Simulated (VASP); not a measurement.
# SnGe7 (P-43m) in VASP: a series of runs

Runs on SnGe7. Level: PBE. Tasks: single point, relaxation of cell and atoms.

Program: VASP 6.6.1. These are calculated values, not measurements. Logs are shortened: lines on timing, memory, paths and dates and some standing lists are left out, and cuts for length are marked.

## (1) The cell of the first run

Symmetry: P-43m, No. 215, cubic system. Conventional cell: a = 5.902 Å, b = 5.902 Å, c = 5.902 Å, α = 90.00°, β = 90.00°, γ = 90.00°. Within 3.5 Å of Sn (site symmetry -43m) lie 4 Ge at 2.65 Å. Within 3.3 Å of Ge (site symmetry 3m) lie 3 Ge at 2.53 Å and 1 Sn at 2.65 Å. Ge (site symmetry -42m) has 4 Ge at 2.53 Å within 3.3 Å.

The cell was generated, and may not be a known phase.

## (2) Single point, PBE

Contents of INCAR:

```
SYSTEM = SnGe7
  PREC = Accurate
  ENCUT = 520
  EDIFF = 1E-6
  ISMEAR = 0
  SIGMA = 0.2
  LREAL = .False.
  LASPH = .True.
  NELM = 100
  ALGO = Normal
  ISIF = 2
  LWAVE = .False.
  LCHARG = .False.
  GGA = PE
  NBANDS = 66
```

Contents of KPOINTS:

```
Automatic mesh
0
Gamma
  3 3 3
  0 0 0
```

Contents of POSCAR:

```
SnGe7
1.0
    5.9020016566      0.0000000000      0.0000000000
    0.0000000000      5.9020016566      0.0000000000
    0.0000000000      0.0000000000      5.9020016566
Sn Ge
1 7
Direct
    0.0000000000      0.0000000000      0.0000000000
    0.2588576417      0.2588576417      0.2588576417
    0.0000000000      0.5000000000      0.5000000000
    0.5000000000      0.5000000000      0.0000000000
    0.5000000000      0.0000000000      0.5000000000
    0.7411423583      0.2588576417      0.7411423583
    0.7411423583      0.7411423583      0.2588576417
    0.2588576417      0.7411423583      0.7411423583
```

Potentials or basis: VASP PAW PBE potentials, release 64 (Sn_d, Ge_d).

Started as:

```console
$ cat potpaw_PBE.64/Sn_d/POTCAR potpaw_PBE.64/Ge_d/POTCAR > POTCAR
$ mpirun -np 1 vasp_std > vasp.out
```

OUTCAR:

```text
SYSTEM = SnGe7
   PREC = Accurate
   ENCUT = 520
   EDIFF = 1E-6
   ISMEAR = 0
   LREAL = .False.
   LASPH = .True.
   NELM = 100
   ISIF = 2
   GGA = PE

 ion  position               nearest neighbor table
   1  0.000  0.000  0.000-   2 2.65   6 2.65   7 2.65   8 2.65
   2  0.259  0.259  0.259-   3 2.53   4 2.53   5 2.53   1 2.65
   3  0.000  0.500  0.500-   2 2.53   6 2.53   7 2.53   8 2.53
   4  0.500  0.500  0.000-   2 2.53   6 2.53   7 2.53   8 2.53
   5  0.500  0.000  0.500-   2 2.53   6 2.53   7 2.53   8 2.53
   6  0.741  0.259  0.741-   3 2.53   4 2.53   5 2.53   1 2.65
   7  0.741  0.741  0.259-   3 2.53   4 2.53   5 2.53   1 2.65
   8  0.259  0.741  0.741-   3 2.53   4 2.53   5 2.53   1 2.65

  LATTYP: Found a simple cubic cell.
 ALAT       =     5.9020016566

  Lattice vectors:

 A1 = (   5.9020016566,   0.0000000000,   0.0000000000)
 A2 = (   0.0000000000,   5.9020016566,   0.0000000000)
 A3 = (   0.0000000000,   0.0000000000,   5.9020016566)

Analysis of symmetry for initial positions (statically):
=====================================================================
 Subroutine PRICEL returns:
 Original cell was already a primitive cell.

 Routine SETGRP: Setting up the symmetry group for a
 simple cubic supercell.

 Subroutine GETGRP returns: Found 24 space group operations
 (whereof 24 operations were pure point group operations)
 out of a pool of 48 trial point group operations.

The static configuration has the point symmetry T_d .

Analysis of symmetry for dynamics (positions and initial velocities):
=====================================================================
 Subroutine PRICEL returns:
 Original cell was already a primitive cell.

 Routine SETGRP: Setting up the symmetry group for a
 simple cubic supercell.

 Subroutine GETGRP returns: Found 24 space group operations
 (whereof 24 operations were pure point group operations)
 out of a pool of 48 trial point group operations.

The dynamic configuration has the point symmetry T_d .

 Subroutine INISYM returns: Found 24 space group operations
 (whereof 24 operations are pure point group operations),
 and found     1 'primitive' translations

----------------------------------------------------------------------------------------

                                     Primitive cell

  volume of cell :     205.5881

  direct lattice vectors                    reciprocal lattice vectors
     5.902001657  0.000000000  0.000000000     0.169434043  0.000000000  0.000000000
     0.000000000  5.902001657  0.000000000     0.000000000  0.169434043  0.000000000
     0.000000000  0.000000000  5.902001657     0.000000000  0.000000000  0.169434043

  length of vectors
     5.902001657  5.902001657  5.902001657     0.169434043  0.169434043  0.169434043

  position of ions in fractional coordinates (direct lattice)
     0.000000000  0.000000000  0.000000000
     0.258857642  0.258857642  0.258857642
     0.000000000  0.500000000  0.500000000
     0.500000000  0.500000000  0.000000000
     0.500000000  0.000000000  0.500000000
     0.741142358  0.258857642  0.741142358
     0.741142358  0.741142358  0.258857642
     0.258857642  0.741142358  0.741142358

  ion indices of the primitive-cell ions
   primitive index   ion index
                 1           1
                 2           2
                 3           3
                 4           4
                 5           5
                 6           6
                 7           7
                 8           8

----------------------------------------------------------------------------------------

 KPOINTS: Automatic mesh

Automatic generation of k-mesh.
 Grid dimensions read from file:
 generate k-points for:    3    3    3

 Generating k-lattice:

  Cartesian coordinates                     Fractional coordinates (reciprocal lattice)
     0.056478014  0.000000000  0.000000000     0.333333333  0.000000000  0.000000000
     0.000000000  0.056478014  0.000000000     0.000000000  0.333333333  0.000000000
     0.000000000  0.000000000  0.056478014     0.000000000  0.000000000  0.333333333

  Length of vectors
     0.056478014  0.056478014  0.056478014

  Shift w.r.t. Gamma in fractional coordinates (k-lattice)
     0.000000000  0.000000000  0.000000000

 Subroutine IBZKPT returns following result:
 ===========================================

 Found      4 irreducible k-points:

 Following reciprocal coordinates:
            Coordinates               Weight
  0.000000  0.000000  0.000000      1.000000
  0.333333  0.000000  0.000000      6.000000
  0.333333  0.333333  0.000000     12.000000
  0.333333  0.333333  0.333333      8.000000
   k-points           NKPTS =      4   k-points in BZ     NKDIM =      4   number of bands    NBANDS=     66
   number of dos      NEDOS =    301   number of ions     NIONS =      8
   total plane-waves  NPLWV = 110592
   dimension x,y,z NGX =    48 NGY =   48 NGZ =   48
   dimension x,y,z NGXF=    96 NGYF=   96 NGZF=   96
   ions per type =               1   7
   NGX,Y,Z   is equivalent  to a cutoff of  13.52, 13.52, 13.52 a.u.
   NGXF,Y,Z  is equivalent  to a cutoff of  27.04, 27.04, 27.04 a.u.
 SYSTEM =  SnGe7
   PREC   = accura    normal or accurate (medium, high low for compatibility)
   ISTART =      0    job   : 0-new  1-cont  2-samecut
   ICHARG =      2    charge: 1-file 2-atom 10-const
   ISPIN  =      1    spin polarized calculation?
   LNONCOLLINEAR =      F non collinear calculations
   LSORBIT =      F    spin-orbit coupling
   LASPH  =      T    aspherical Exc in radial PAW
   ENCUT  =  520.0 eV  38.22 Ry    6.18 a.u.  10.97 10.97 10.97*2*pi/ulx,y,z
   NELM   =    100;   NELMIN=  2; NELMDL= -5     # of ELM steps
   EDIFF  = 0.1E-05   stopping-criterion for ELM
   LREAL  =      F    real-space projection
   EDIFFG = 0.1E-04   stopping-criterion for IOM
   NSW    =      0    number of steps for IOM
   IBRION =     -1    ionic relax: 0-MD 1-quasi-New 2-CG
   NFREE  =      0    steps in history (QN), initial steepest desc. (CG)
   ISIF   =      2    stress and relaxation
   ISYM   =      2    0-nonsym 1-usesym 2-fastsym
   POTIM  = 0.5000    time-step for ionic-motion
   TEBEG  =    0.0;   TEEND  =   0.0 temperature during run
   PSTRESS=    0.0 pullay stress
   NELECT =     112.0000    total number of electrons
   NUPDOWN=      -1.0000    fix difference up-down
   EMIN   =  10.00;   EMAX   =-10.00  energy-range for DOS
   EFERMI =   0.00;   METHOD = LEGACY
   ISMEAR =     0;   SIGMA  =   0.20  broadening in eV -4-tet -1-fermi 0-gaus
   EFERMI_NEDOS =   21; number of points for ismear=-14 and -15
   IALGO  =     38    algorithm
   IMIX   =      4    mixing-type and parameters
     AMIX     =   0.40;   BMIX     =  1.00
     AMIX_MAG =   1.60;   BMIX_MAG =  1.00
  volume/ion in A,a.u.               =      25.70       173.42
  Fermi-wavevector in a.u.,A,eV,Ry     =   1.337052  2.526661 24.323231  1.787707
  Thomas-Fermi vector in A             =   2.465630
   LORBIT       =      0    0 simple, 1 ext, 2 COOP (PROOUT), +10 PAW based schemes
   GGA     = PE    functional components
   LHFCALC =     F    Hartree Fock is set to
   AEXX    =    0.0000 exact exchange contribution
   IVDW    =     0    specifies the selected vdW correction
   LEPSILON=     F    determine dielectric tensor
   LRPA    =     F    only Hartree local field effects (RPA)
 non-spin polarized calculation
 Gauss-broadening in eV      SIGMA  =   0.20
  energy-cutoff  :      520.00
  volume of cell :      205.59
 maximum number of plane-waves:      5554
 NGX is ok and might be reduce to    48
   NGX = 21   NGY = 21   NGZ = 21

 number of electron     112.0000037 magnetization

 Free energy of the ion-electron system (eV)
  ---------------------------------------------------
  ext. energy  EPLUGINS =         0.00000000
  ---------------------------------------------------
  free energy    TOTEN  =       -35.07065667 eV

  energy without entropy =      -35.04026100  energy(sigma->0) =      -35.05545883

 E-fermi :   4.4231     XC(G=0):  -9.4473

 val. band max:        3.9105352117   @ k =   0.3333   0.3333   0.0000
 cond. band min:       4.5319927716   @ k =   0.0000   0.0000   0.0000
 fundamental gap:      0.6214575599
 Fermi energy:         4.4230968726

 k-point     1 :       0.0000    0.0000    0.0000
  band No.  band energies     occupation
      1     -20.2827      2.00000
      2     -20.2827      2.00000
      3     -20.2827      2.00000
      4     -20.2610      2.00000
      5     -20.2610      2.00000
      6     -20.2610      2.00000
[... 58 lines left out ...]
     65       6.9972      0.00000
     66       6.9972      0.00000

 k-point     2 :       0.3333    0.0000    0.0000
  band No.  band energies     occupation
      1     -20.2875      2.00000
      2     -20.2841      2.00000
      3     -20.2841      2.00000
      4     -20.2702      2.00000
      5     -20.2644      2.00000
      6     -20.2644      2.00000
[... 58 lines left out ...]
     65       8.6532      0.00000
     66       8.6532      0.00000

 k-point     3 :       0.3333    0.3333    0.0000
  band No.  band energies     occupation
      1     -20.2890      2.00000
      2     -20.2840      2.00000
      3     -20.2781      2.00000
      4     -20.2741      2.00000
      5     -20.2711      2.00000
      6     -20.2609      2.00000
[... 58 lines left out ...]
     65       8.7254      0.00000
     66       8.7262      0.00000

 k-point     4 :       0.3333    0.3333    0.3333
  band No.  band energies     occupation
      1     -20.2828      2.00000
      2     -20.2828      2.00000
      3     -20.2752      2.00000
      4     -20.2681      2.00000
      5     -20.2681      2.00000
      6     -20.2662      2.00000
[... 58 lines left out ...]
     65       8.2617      0.00000
     66       9.0418      0.00000

------------------------ aborting loop because EDIFF is reached ----------------------------------------

  FORCE on cell =-STRESS in cart. coord.  units (eV):
  Direction    XX          YY          ZZ          XY          YZ          ZX
  --------------------------------------------------------------------------------------
  -------------------------------------------------------------------------------------
  Total       -0.4966985     -0.4966985     -0.4966985     -0.0000000     -0.0000000      0.0000000
  in kB       -3.8708419     -3.8708419     -3.8708419     -0.0000000     -0.0000000      0.0000000
  external PRESSURE =      -3.8708419 kB  Pullay stress =       0.0000000 kB

 VOLUME and BASIS-vectors are now :
 -----------------------------------------------------------------------------
  energy-cutoff  :      520.00
  volume of cell :      205.59
      direct lattice vectors                 reciprocal lattice vectors
     5.902001657  0.000000000  0.000000000     0.169434043  0.000000000  0.000000000
     0.000000000  5.902001657  0.000000000     0.000000000  0.169434043  0.000000000
     0.000000000  0.000000000  5.902001657     0.000000000  0.000000000  0.169434043

 POSITION                                       TOTAL-FORCE (eV/Angst)
 -----------------------------------------------------------------------------------
      0.00000      0.00000      0.00000        -0.000000     -0.000000     -0.000000
      1.52778      1.52778      1.52778        -0.029742     -0.029742     -0.029742
      0.00000      2.95100      2.95100         0.000000     -0.000000     -0.000000
      2.95100      2.95100      0.00000        -0.000000     -0.000000     -0.000000
      2.95100      0.00000      2.95100         0.000000     -0.000000     -0.000000
      4.37422      1.52778      4.37422         0.029742     -0.029742      0.029742
      4.37422      4.37422      1.52778         0.029742      0.029742     -0.029742
      1.52778      4.37422      4.37422        -0.029742      0.029742      0.029742
 -----------------------------------------------------------------------------------
    total drift:                                0.000000      0.000000      0.000000

  FREE ENERGIE OF THE ION-ELECTRON SYSTEM (eV)
  ---------------------------------------------------
  free  energy   TOTEN  =       -35.0706566662 eV

  energy  without entropy=      -35.0402610004  energy(sigma->0) =      -35.05545883
```

It took 2.2 min on 1 thread of Intel Xeon 8259CL, shared host; peak memory 0.34 GiB.

What came out:

```yaml
Free_energy: -35.0707 eV
Pressure: -0.4 GPa
Largest_force: 0.052 eV/Å
Band_gap_on_the_k_mesh: zero (filled and empty bands touch)
```

Forces in eV/Å, atoms in the order of the input:
```
Sn   0.000  0.000  0.000
Ge  -0.030 -0.030 -0.030
Ge   0.000  0.000  0.000
Ge   0.000  0.000  0.000
Ge   0.000  0.000  0.000
Ge   0.030 -0.030  0.030
Ge   0.030  0.030 -0.030
Ge  -0.030  0.030  0.030
```

Levels at points of the mesh, in eV from the Fermi level:
```
           k point  band 54  band 55  band 56  band 57  band 58  band 59
(0.00, 0.00, 0.00)    -0.81     0.11     0.11     0.11     0.84     0.84
```

Caveat: semilocal functionals underestimate gaps, and a narrow one can read as zero; spin-orbit coupling is left out, which moves the levels of the heavy elements.

## (3) Single point, PBE

This run uses another cell than the first one, of 25.42 Å³/atom.

Contents of INCAR:

```
SYSTEM = SnGe7
ALGO = Normal
EDIFF = 1E-6
ENCUT = 520
GGA = PE
ISIF = 2
ISMEAR = 0
LASPH = .TRUE.
LCHARG = .TRUE.
LELF = .TRUE.
LREAL = .FALSE.
LVHAR = .TRUE.
LWAVE = .FALSE.
NBANDS = 66
NELM = 100
PREC = Accurate
SIGMA = 0.2
```

Contents of KPOINTS:

```
k-points
0
G
  4 4 4
  0 0 0
```

Contents of POSCAR:

```
SnGe7
1.0
    5.8808340049      0.0000000000      0.0000000000
    0.0000000000      5.8808340049      0.0000000000
    0.0000000000      0.0000000000      5.8808340049
Sn Ge
1 7
Direct
    0.0000000000      0.0000000000      0.0000000000
    0.2582618263      0.2582618263      0.2582618263
    0.0000000000      0.5000000000      0.5000000000
    0.5000000000      0.5000000000      1.0000000000
    0.5000000000      0.0000000000      0.5000000000
    0.7417381737      0.2582618263      0.7417381737
    0.7417381737      0.7417381737      0.2582618263
    0.2582618263      0.7417381737      0.7417381737
```

Potentials or basis: VASP PAW PBE potentials, release 64 (Sn_d, Ge_d).

Started as:

```console
$ cat potpaw_PBE.64/Sn_d/POTCAR potpaw_PBE.64/Ge_d/POTCAR > POTCAR
$ mpirun -np 1 vasp_std > vasp.out
```

Wall time 4.5 min (1 thread of Intel Xeon 8259CL, shared host); peak memory 0.38 GiB.

It converged, with:

- Free energy: -35.2094 eV
- Pressure: 0.1 GPa
- Largest force: 0.007 eV/Å
- Band gap on the k mesh: zero (bands 56 and 57 overlap by 0.27 eV)

Forces on the atoms (eV/Å):
```
Sn   0.000  0.000  0.000
Ge   0.004  0.004  0.004
Ge   0.000  0.000  0.000
Ge   0.000  0.000  0.000
Ge   0.000  0.000  0.000
Ge  -0.004  0.004 -0.004
Ge  -0.004 -0.004  0.004
Ge   0.004 -0.004 -0.004
```

Levels at points of the mesh, in eV from the Fermi level:
```csv
k point,band 54,band 55,band 56,band 57,band 58,band 59
"(0.00, 0.00, 0.00)",-0.69,0.15,0.15,0.15,0.87,0.87
"(0.50, 0.00, 0.00)",-1.89,-1.52,-1.52,1.11,1.18,2.39
"(0.50, 0.50, 0.00)",-1.30,-1.06,-1.06,1.60,1.60,2.04
"(0.50, 0.50, 0.50)",-0.86,-0.86,-0.86,-0.12,-0.12,-0.12
```

Caveat: semilocal functionals underestimate gaps, and a narrow one can read as zero; spin-orbit coupling is left out, which moves the levels of the heavy elements.

(Part 1 of 2 ends here.)

The gap in the log of VASP goes by the Fermi energy; the results here count the filled bands.